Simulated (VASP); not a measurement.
Runs of VASP 6.6.1 on BN. The structure is that of space group F-43m (No. 216), or close to it. The cells are those of the table. 

```csv
level,cell,k mesh,smearing,gap on the mesh (eV),pressure (GPa)
PBE,"a = 2.591, b = 2.591, c = 2.552 Å, angles 60.5, 60.5, 59.0°, 2 atoms",12 × 12 × 12,fermi-dirac 0.02 eV,4.17,-6.0
r2SCAN,"a = 2.502, b = 2.502, c = 2.552 Å, angles 59.3, 59.3, 61.3°, 2 atoms",12 × 12 × 12,gaussian 0.01 eV,4.28,18.5
PBE,"a = 2.604, b = 2.604, c = 2.552 Å, angles 60.7, 60.7, 58.7°, 2 atoms",12 × 12 × 12,fermi-dirac 0.02 eV,4.08,-9.3
r2SCAN,"a = 2.565, b = 2.565, c = 2.552 Å, angles 60.2, 60.2, 59.7°, 2 atoms",12 × 12 × 12,gaussian 0.01 eV,4.88,(a)
PBE,"a = 2.540, b = 2.540, c = 2.552 Å, angles 59.8, 59.8, 60.3°, 2 atoms",12 × 12 × 12,fermi-dirac 0.02 eV,4.29,(b)
PBE,"a = 2.578, b = 2.578, c = 2.552 Å, angles 60.3, 60.3, 59.3°, 2 atoms",12 × 12 × 12,fermi-dirac 0.02 eV,4.27,-2.5
HSE06,"a = 2.591, b = 2.591, c = 2.552 Å, angles 60.5, 60.5, 59.0°, 2 atoms",8 × 8 × 8,gaussian 0.01 eV,5.47,(c)
```

Alike in all rows: no spin polarisation.

Estimate the missing entries.

(a) -2.7; (b) 9.0; (c) -14.9.

Caveats: the cell stands under tension (at least some runs); the PAW data sets were made with another functional, which shifts forces and pressure a little (at least some runs); the cell stands under pressure (at least some runs).

A k mesh can miss the band edges.
